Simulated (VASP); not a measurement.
Set up this calculation in VASP 6.6.1, as the native input.

| Quantity | Value |
| --- | --- |
| Task | single point |
| Functional | PBE |
| Potentials or basis | VASP PAW PBE potentials, release 64 (Hf_pv, Ti_sv, N) |
| Cutoff | 520 eV |
| k mesh | 12 × 12 × 4 |
| Occupations | gaussian, width 0.1 eV |
| Spin | no spin polarisation |
| Dipole correction | no |
| Further INCAR settings | ALGO = Fast; EDIFF = 1e-07; NBANDS = 41 |

The structure of Hf3TiN4 lies in POSCAR:

```
Hf3TiN4
1.0
    3.1761794113      0.0000000000      0.0000000000
    0.0000000000      3.1761794113      0.0000000000
    0.0000000000      0.0000000000      8.9784124060
Hf Ti N
3 1 4
Direct
    0.5000000000      0.5000000000      0.2401397753
    0.0000000000      0.0000000000      0.5000000000
    0.5000000000      0.5000000000      0.7598602247
    0.0000000000      0.0000000000      0.0000000000
    0.0000000000      0.0000000000      0.2461681232
    0.5000000000      0.5000000000      0.5000000000
    0.0000000000      0.0000000000      0.7538318768
    0.5000000000      0.5000000000      0.0000000000
```

These files were run (other wordings do the same):

INCAR

```
SYSTEM = Hf3TiN4
PREC = Accurate
ENCUT = 520
EDIFF = 1E-7
ISMEAR = 0
SIGMA = 0.1
LREAL = .False.
LASPH = .True.
NELM = 100
ALGO = Fast
ISIF = 2
LWAVE = .False.
LCHARG = .False.
GGA = PE
NBANDS = 41
```

KPOINTS

```
Automatic mesh
0
Gamma
  12 12 4
  0 0 0
```

Potentials or basis: VASP PAW PBE potentials, release 64 (Hf_pv, Ti_sv, N).

Run with:

```console
$ cat potpaw_PBE.64/Hf_pv/POTCAR potpaw_PBE.64/Ti_sv/POTCAR potpaw_PBE.64/N/POTCAR > POTCAR
$ mpirun -np 1 vasp_std > vasp.out
```

Results of the run:

```yaml
Pressure: -1.8 GPa
Largest_force: 0.057 eV/Å
Band_gap_on_the_k_mesh: zero (bands 31 and 32 overlap by 3.17 eV)
```

Caveat: spin-orbit coupling is left out, which moves the levels of the heavy elements.

Run time: 12 min on 1 thread of Oxide Virtual Turin-like Processor, on a shared host, peak memory 0.36 GiB.
